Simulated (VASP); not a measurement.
The system is SnTeCl2.

```
CELL_PARAMETERS angstrom
4.31307 0.00000 0.00000
0.00000 4.31307 0.00000
0.00000 0.00000 7.80575
ATOMIC_POSITIONS crystal
Sn 0.00000 0.00000 0.00000
Te 0.50000 0.50000 0.00000
Cl 0.00000 0.00000 0.31214
Cl 0.00000 0.00000 0.68786
```

| Quantity | Value |
| --- | --- |
| Program | VASP 6.6.1 |
| Task | relaxation of cell and atoms |
| Functional | PBE |
| Potentials or basis | VASP PAW PBE potentials, release 64 (Sn_d, Te, Cl) |
| Cutoff | 600 eV |
| k mesh | 12 × 12 × 6 |
| Occupations | gaussian, width 0.1 eV |
| Spin | no spin polarisation |

At the start: pressure 0.0 GPa; volume 36.30 Å³/atom.

How do energy, volume and symmetry change on relaxing?

Over 9 steps the energy falls by 2.1 meV/atom and the volume is 37.19 Å³/atom (+2.5 %); space group P4/mmm (No. 123, to 0.05 Å).

The path:
```
step  energy change (eV)  largest force (eV/Å)  pressure (GPa)  volume (Å³)
   1              0.0000                0.1085            0.04       145.21
   2             -0.0015                0.1065            0.03       145.41
   3             -0.0047                0.1030            0.00       146.02
   4             -0.0061                0.1038            0.00       147.22
   5             -0.0070                0.0721            0.04       147.37
   6             -0.0079                0.0010            0.14       147.70
   7             -0.0079                0.0139            0.15       147.76
   8             -0.0081                0.0093            0.11       148.05
   9             -0.0084                0.0021           -0.01       148.77
```

Final structure:
```cif
data_structure
_symmetry_space_group_name_H-M 'P 1'
_symmetry_Int_Tables_number 1
_cell_length_a 4.3087
_cell_length_b 4.3087
_cell_length_c 8.0136
_cell_angle_alpha 90.000
_cell_angle_beta 90.000
_cell_angle_gamma 90.000
_cell_volume 148.77
loop_
_atom_site_label
_atom_site_type_symbol
_atom_site_fract_x
_atom_site_fract_y
_atom_site_fract_z
_atom_site_occupancy
Sn1 Sn 0.00000 0.00000 0.00000 1
Te1 Te 0.50000 0.50000 0.00000 1
Cl1 Cl 0.00000 0.00000 0.30311 1
Cl2 Cl 0.00000 0.00000 0.69689 1
```

Caveat: this functional lacks dispersion, which binds the layers, so the pressure and a relaxed spacing across them are unreliable.
